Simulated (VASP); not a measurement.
# Ta4O (Im-3m) in VASP: further runs, part 2 of 3

VASP 6.6.1. Earlier steps stand in the parts before.

## (4) Relaxation of cell and atoms, PBE

This run uses another cell than the first one, of 18.04 Å³/atom, 1.068 times its volume.

The input, INCAR:

```
PREC = Accurate ; ENCUT = 600
EDIFF = 1E-7 ; ISMEAR = 0
SIGMA = 0.1 ; LREAL = F
LASPH = T ; NELM = 100
ALGO = Normal ; ISIF = 3
LWAVE = F ; LCHARG = F
GGA = PE ; IBRION = 2
NSW = 90 ; EDIFFG = -0.04
```

The input, KPOINTS:

```
Automatic mesh
0
Gamma
  4 4 4
```

The input, POSCAR:

```
Ta4O
1.0
   -2.8252759000      2.8252759000      2.8252759000
    2.8252759000     -2.8252759000      2.8252759000
    2.8252759000      2.8252759000     -2.8252759000
Ta O
4 1
Direct
    0.5000000000      0.5000000000      0.5000000000
    0.0000000000      0.0000000000      0.5000000000
    0.0000000000      0.5000000000      0.0000000000
    0.5000000000      0.0000000000      0.0000000000
    0.0000000000      0.0000000000      0.0000000000
```

Potentials or basis: VASP PAW PBE potentials, release 64 (Ta_pv, O).

Run with:

```sh
cat potpaw_PBE.64/Ta_pv/POTCAR potpaw_PBE.64/O/POTCAR > POTCAR
mpirun -np 1 vasp_std > vasp.out
```

OUTCAR:

```text
PREC = Accurate
   ENCUT = 600
   EDIFF = 1E-7
   ISMEAR = 0
   LREAL = F
   LASPH = T
   NELM = 100
   ISIF = 3
   GGA = PE
   IBRION = 2
   NSW = 90
   EDIFFG = -0.04

 ion  position               nearest neighbor table
   1  0.500  0.500  0.500-   5 2.45   5 2.45   4 2.83   2 2.83   4 2.83   3 2.83   2 2.83   3 2.83

   2  0.000  0.000  0.500-   5 2.45   5 2.45   4 2.83   1 2.83   3 2.83   3 2.83   4 2.83   1 2.83

   3  0.000  0.500  0.000-   5 2.45   5 2.45   4 2.83   1 2.83   2 2.83   2 2.83   1 2.83   4 2.83

   4  0.500  0.000  0.000-   5 2.45   5 2.45   3 2.83   1 2.83   1 2.83   2 2.83   2 2.83   3 2.83

   5  0.000  0.000  0.000-   1 2.45   2 2.45   3 2.45   4 2.45   2 2.45   3 2.45   4 2.45   1 2.45

  LATTYP: Found a body centered cubic cell.
 ALAT       =     5.6505518000

  Lattice vectors:

 A1 = (  -2.8252759000,   2.8252759000,   2.8252759000)
 A2 = (   2.8252759000,  -2.8252759000,   2.8252759000)
 A3 = (   2.8252759000,   2.8252759000,  -2.8252759000)

Analysis of symmetry for initial positions (statically):
=====================================================================
 Subroutine PRICEL returns:
 Original cell was already a primitive cell.

 Routine SETGRP: Setting up the symmetry group for a
 body centered cubic supercell.

 Subroutine GETGRP returns: Found 48 space group operations
 (whereof 48 operations were pure point group operations)
 out of a pool of 48 trial point group operations.

The static configuration has the point symmetry O_h .

Analysis of symmetry for dynamics (positions and initial velocities):
=====================================================================
 Subroutine PRICEL returns:
 Original cell was already a primitive cell.

 Routine SETGRP: Setting up the symmetry group for a
 body centered cubic supercell.

 Subroutine GETGRP returns: Found 48 space group operations
 (whereof 48 operations were pure point group operations)
 out of a pool of 48 trial point group operations.

The dynamic configuration has the point symmetry O_h .

 Subroutine INISYM returns: Found 48 space group operations
 (whereof 48 operations are pure point group operations),
 and found     1 'primitive' translations

----------------------------------------------------------------------------------------

                                     Primitive cell

  volume of cell :      90.2075

  direct lattice vectors                    reciprocal lattice vectors
    -2.825275900  2.825275900  2.825275900     0.000000000  0.176973867  0.176973867
     2.825275900 -2.825275900  2.825275900     0.176973867  0.000000000  0.176973867
     2.825275900  2.825275900 -2.825275900     0.176973867  0.176973867  0.000000000

  length of vectors
     4.893521404  4.893521404  4.893521404     0.250278842  0.250278842  0.250278842

  position of ions in fractional coordinates (direct lattice)
     0.500000000  0.500000000  0.500000000
     0.000000000  0.000000000  0.500000000
     0.000000000  0.500000000  0.000000000
     0.500000000  0.000000000  0.000000000
     0.000000000  0.000000000  0.000000000

  ion indices of the primitive-cell ions
   primitive index   ion index
                 1           1
                 2           2
                 3           3
                 4           4
                 5           5

----------------------------------------------------------------------------------------

 KPOINTS: Automatic mesh

Automatic generation of k-mesh.
 Grid dimensions read from file:
 generate k-points for:    4    4    4

 Generating k-lattice:

  Cartesian coordinates                     Fractional coordinates (reciprocal lattice)
     0.000000000  0.044243467  0.044243467     0.250000000  0.000000000  0.000000000
     0.044243467  0.000000000  0.044243467     0.000000000  0.250000000  0.000000000
     0.044243467  0.044243467  0.000000000     0.000000000  0.000000000  0.250000000

  Length of vectors
     0.062569711  0.062569711  0.062569711

  Shift w.r.t. Gamma in fractional coordinates (k-lattice)
     0.000000000  0.000000000  0.000000000

 Subroutine IBZKPT returns following result:
 ===========================================

 Found      8 irreducible k-points:

 Following reciprocal coordinates:
            Coordinates               Weight
  0.000000  0.000000  0.000000      1.000000
  0.250000  0.000000  0.000000     12.000000
  0.500000  0.000000  0.000000      6.000000
  0.250000  0.250000  0.000000     24.000000
  0.250000  0.250000  0.250000      2.000000
 -0.250000  0.250000  0.250000      6.000000
  0.500000  0.500000  0.250000     12.000000
  0.500000  0.500000  0.500000      1.000000
   k-points           NKPTS =      8   k-points in BZ     NKDIM =      8   number of bands    NBANDS=     30
   number of dos      NEDOS =    301   number of ions     NIONS =      5
   total plane-waves  NPLWV =  64000
   dimension x,y,z NGX =    40 NGY =   40 NGZ =   40
   dimension x,y,z NGXF=    80 NGYF=   80 NGZF=   80
   ions per type =               4   1
   NGX,Y,Z   is equivalent  to a cutoff of  13.59, 13.59, 13.59 a.u.
   NGXF,Y,Z  is equivalent  to a cutoff of  27.18, 27.18, 27.18 a.u.
 SYSTEM =  unknown system
   PREC   = accura    normal or accurate (medium, high low for compatibility)
   ISTART =      0    job   : 0-new  1-cont  2-samecut
   ICHARG =      2    charge: 1-file 2-atom 10-const
   ISPIN  =      1    spin polarized calculation?
   LNONCOLLINEAR =      F non collinear calculations
   LSORBIT =      F    spin-orbit coupling
   LASPH  =      T    aspherical Exc in radial PAW
   ENCUT  =  600.0 eV  44.10 Ry    6.64 a.u.   9.77  9.77  9.77*2*pi/ulx,y,z
   NELM   =    100;   NELMIN=  2; NELMDL= -5     # of ELM steps
   EDIFF  = 0.1E-06   stopping-criterion for ELM
   LREAL  =      F    real-space projection
   EDIFFG = -.4E-01   stopping-criterion for IOM
   NSW    =     90    number of steps for IOM
   IBRION =      2    ionic relax: 0-MD 1-quasi-New 2-CG
   NFREE  =      1    steps in history (QN), initial steepest desc. (CG)
   ISIF   =      3    stress and relaxation
   ISYM   =      2    0-nonsym 1-usesym 2-fastsym
   POTIM  = 0.5000    time-step for ionic-motion
   TEBEG  =    0.0;   TEEND  =   0.0 temperature during run
   PSTRESS=    0.0 pullay stress
   NELECT =      50.0000    total number of electrons
   NUPDOWN=      -1.0000    fix difference up-down
   EMIN   =  10.00;   EMAX   =-10.00  energy-range for DOS
   EFERMI =   0.00;   METHOD = LEGACY
   ISMEAR =     0;   SIGMA  =   0.10  broadening in eV -4-tet -1-fermi 0-gaus
   EFERMI_NEDOS =   21; number of points for ismear=-14 and -15
   IALGO  =     38    algorithm
   IMIX   =      4    mixing-type and parameters
     AMIX     =   0.40;   BMIX     =  1.00
     AMIX_MAG =   1.60;   BMIX_MAG =  1.00
  volume/ion in A,a.u.               =      18.04       121.75
  Fermi-wavevector in a.u.,A,eV,Ry     =   1.344778  2.541262 24.605160  1.808428
  Thomas-Fermi vector in A             =   2.472744
   LORBIT       =      0    0 simple, 1 ext, 2 COOP (PROOUT), +10 PAW based schemes
   GGA     = PE    functional components
   LHFCALC =     F    Hartree Fock is set to
   AEXX    =    0.0000 exact exchange contribution
   IVDW    =     0    specifies the selected vdW correction
   LEPSILON=     F    determine dielectric tensor
   LRPA    =     F    only Hartree local field effects (RPA)
 conjugate gradient relaxation of ions
 non-spin polarized calculation
 Gauss-broadening in eV      SIGMA  =   0.10
  energy-cutoff  :      600.00
  volume of cell :       90.21
 maximum number of plane-waves:      3043
   NGX = 19   NGY = 19   NGZ = 19

--------------------------------------- Ionic step        1  -------------------------------------------

 number of electron      50.0000000 magnetization

 Free energy of the ion-electron system (eV)
  ---------------------------------------------------
  ext. energy  EPLUGINS =         0.00000000
  ---------------------------------------------------
  free energy    TOTEN  =       -49.48002663 eV

  energy without entropy =      -49.46025128  energy(sigma->0) =      -49.47013896

------------------------ aborting loop because EDIFF is reached ----------------------------------------

  FORCE on cell =-STRESS in cart. coord.  units (eV):
  Direction    XX          YY          ZZ          XY          YZ          ZX
  --------------------------------------------------------------------------------------
  -------------------------------------------------------------------------------------
  Total       -4.8937323     -4.8937323     -4.8937323      0.0000000     -0.0000000      0.0000000
  in kB      -86.9176967    -86.9176967    -86.9176967      0.0000000     -0.0000000      0.0000000
  external PRESSURE =     -86.9176967 kB  Pullay stress =       0.0000000 kB
[... 63 lines left out ...]
  energy  without entropy=      -49.3292144141  energy(sigma->0) =      -49.33537158

--------------------------------------- Ionic step        3  -------------------------------------------

 number of electron      49.9999997 magnetization

 Free energy of the ion-electron system (eV)
  ---------------------------------------------------
  ext. energy  EPLUGINS =         0.00000000
  ---------------------------------------------------
  free energy    TOTEN  =       -49.64432991 eV

  energy without entropy =      -49.63221173  energy(sigma->0) =      -49.63827082

 E-fermi :   5.7579     XC(G=0): -12.1253

 val. band max:        5.7553729018   @ k =   0.5000   0.5000   0.2500
 cond. band min:       5.9561675840   @ k =   0.2500   0.0000   0.0000
 fundamental gap:      0.2007946823
 Fermi energy:         5.7578702334

 k-point     1 :       0.0000    0.0000    0.0000
  band No.  band energies     occupation
      1     -29.5367      2.00000
      2     -29.5367      2.00000
      3     -29.5367      2.00000
      4     -29.1610      2.00000
      5     -29.1610      2.00000
      6     -29.1610      2.00000
[... 285 lines left out ...]
  FREE ENERGIE OF THE ION-ELECTRON SYSTEM (eV)
  ---------------------------------------------------
  free  energy   TOTEN  =       -49.6443299141 eV

  energy  without entropy=      -49.6322117315  energy(sigma->0) =      -49.63827082

 reached required accuracy - stopping structural energy minimisation
```

OSZICAR:

```text
N       E                     dE             d eps       ncg     rms          rms(c)
DAV:   1     0.495530163759E+03    0.49553E+03   -0.29741E+04   480   0.188E+03
DAV:   2    -0.237555214736E+02   -0.51929E+03   -0.50815E+03   536   0.505E+02
DAV:   3    -0.513097236212E+02   -0.27554E+02   -0.26716E+02   648   0.965E+01
[... 35 lines left out ...]
DAV:   7    -0.496443306132E+02    0.30380E-04   -0.22784E-04   590   0.764E-02    0.477E-02
DAV:   8    -0.496443294686E+02    0.11446E-05   -0.26783E-05   538   0.324E-02    0.352E-03
DAV:   9    -0.496443296848E+02   -0.21620E-06   -0.13664E-06   566   0.622E-03    0.191E-03
DAV:  10    -0.496443299853E+02   -0.30047E-06   -0.35056E-07   436   0.313E-03    0.115E-03
DAV:  11    -0.496443299141E+02    0.71253E-07   -0.89963E-08   360   0.158E-03
   3 F= -.49644330E+02 E0= -.49638271E+02  d E =-.164303E+00
```

CONTCAR:

```text
Ta4O
   1.00000000000000
    -2.7668285637801793    2.7668285637801793    2.7668285637801793
     2.7668285637801793   -2.7668285637801793    2.7668285637801793
     2.7668285637801793    2.7668285637801793   -2.7668285637801793
  Ta              O
     4     1
Direct
     0.5000000000000000    0.5000000000000000    0.5000000000000000
     0.0000000000000000    0.0000000000000000    0.5000000000000000
     0.0000000000000000    0.5000000000000000    0.0000000000000000
     0.5000000000000000    0.0000000000000000    0.0000000000000000
     0.0000000000000000    0.0000000000000000    0.0000000000000000

  0.00000000E+00  0.00000000E+00  0.00000000E+00
  0.00000000E+00  0.00000000E+00  0.00000000E+00
  0.00000000E+00  0.00000000E+00  0.00000000E+00
  0.00000000E+00  0.00000000E+00  0.00000000E+00
  0.00000000E+00  0.00000000E+00  0.00000000E+00
```

Run time: 1.8 min. Hardware: 1 thread of Intel Xeon 6975P-C, shared host; peak memory 0.25 GiB.

Results:

```yaml
Free_energy: -49.6443 eV
Relaxed_volume: 16.94 Å³/atom
Relaxed_cell: a = 4.792 Å, b = 4.792 Å, c = 4.792 Å, α = 109.47°, β = 109.47°, γ = 109.47°
Space_group_after_relaxing_to_0.05_Å: Im-3m (No. 229)
Energy_gained_by_relaxing: 32.9 meV/atom
Ionic_steps: 3
Pressure_after_relaxing: -0.2 GPa
Band_gap_on_the_k_mesh: zero (band 25 reaches 6.09 eV, above the bottom of band 26 at 5.18 eV)
```

Step by step:
```tsv
step	energy change (eV)	largest force (eV/Å)	pressure (GPa)	volume (Å³)
1	0.0000	0.0000	-8.69	90.21
2	0.1385	0.0000	15.78	78.02
3	-0.1643	0.0000	-0.20	84.72
```

Final structure:
```
Ta O
1.0
    -2.76683    2.76683    2.76683
     2.76683   -2.76683    2.76683
     2.76683    2.76683   -2.76683
Ta O
4 1
Direct
  0.50000 0.50000 0.50000
  0.00000 0.00000 0.50000
  0.00000 0.50000 0.00000
  0.50000 0.00000 0.00000
  0.00000 0.00000 0.00000
```

Levels at points of the mesh, in eV from the Fermi level:
```tsv
k point	band 22	band 23	band 24	band 25	band 26	band 27	band 28	band 29
(0.00, 0.00, 0.00)	-2.25	-2.25	-2.25	-0.48	2.01	2.01	2.01	2.52
(0.50, 0.00, 0.00)	-1.20	-0.73	-0.36	0.21	0.48	0.52	0.75	0.84
(0.50, 0.50, 0.50)	-2.32	-0.59	-0.59	-0.59	-0.58	-0.58	1.81	1.81
```

Caveat: the k points lie up to 0.40 Å⁻¹ apart in the final cell; spin-orbit coupling is left out, which moves the levels of the heavy elements.

(Part 2 of 3 ends here.)
